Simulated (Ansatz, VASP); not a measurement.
# Two plane-wave programs on SnGe2

INCAR

```
SYSTEM = SnGe2
ALGO = Normal
EDIFF = 1E-7
ENCUT = 520
GGA = PE
ISIF = 2
ISMEAR = 0
LASPH = .TRUE.
LCHARG = .TRUE.
LELF = .TRUE.
LREAL = .FALSE.
LVHAR = .TRUE.
LWAVE = .FALSE.
NBANDS = 51
NELM = 60
PREC = Accurate
SIGMA = 0.2
```

Contents of KPOINTS:

```
k-points
0
G
  6 4 4
  0 0 0
```

File POSCAR:

```
SnGe2
1.0
   -3.8429678542      0.0000000000      0.0000000000
    0.0000000000      0.0000000000     -4.9258611025
    0.0000000000     -7.6859357084      0.0000000000
Sn Ge
2 4
Direct
    0.5000000000      0.0000000000      0.7500000000
    0.5000000000      0.0000000000      0.2500000000
    1.0000000000      0.5000000000      0.7500000000
    1.0000000000      0.5000000000      0.2500000000
    0.5000000000      0.5000000000      1.0000000000
    0.5000000000      0.5000000000      0.5000000000
```

Input for Ansatz:

```yaml
crystal:
  lattice:
    - [-3.8429678542, 0.0, 0.0]
    - [0.0, 0.0, -4.9258611025]
    - [0.0, -7.6859357084, 0.0]
  atoms:
    - { symbol: Sn, position: [0.5, 0.0, 0.75] }
    - { symbol: Sn, position: [0.5, 0.0, 0.25] }
    - { symbol: Ge, position: [1.0, 0.5, 0.75] }
    - { symbol: Ge, position: [1.0, 0.5, 0.25] }
    - { symbol: Ge, position: [0.5, 0.5, 1.0] }
    - { symbol: Ge, position: [0.5, 0.5, 0.5] }
basis:
  ecutwfc: 420
kpoints:
  mp_grid: { grid: [6, 4, 4] }
hamiltonian:
  xc: pbe
scf:
  occupations: { method: gaussian, width: 0.2 }
  lower_state_search: "off"
output:
  forces: true
  stress: true
  eigenvalues: true
```

Alike in both runs: task single point; functional PBE; k mesh 6 × 4 × 4; occupations gaussian, width 0.2 eV; no spin polarisation.

|  | VASP | Ansatz |
| --- | --- | --- |
| version | VASP 6.6.1 | Ansatz 0.2.0 |
| potentials or method | VASP PAW PBE potentials, release 64 (Sn_d, Ge_d), cutoff 520 eV | scalar-relativistic, plane waves, PAW |
| valence electrons in the cell | 84 | 84 |

Ansatz gave:

* gap on the k mesh at the Fermi level (eV): none
* pressure (GPa): 0.5
* traceless stress, the component that is largest in VASP (GPa): -0.47

Question: What did VASP give for the same quantities?

Answer: gap on the k mesh at the Fermi level (eV): none; pressure (GPa): 0.4; traceless stress, the component that is largest in VASP (GPa): -0.46.

A gap of «none» marks a metal or a gap that the smearing closes. With one functional, cell and mesh, what is left measures potentials, basis and numerics.
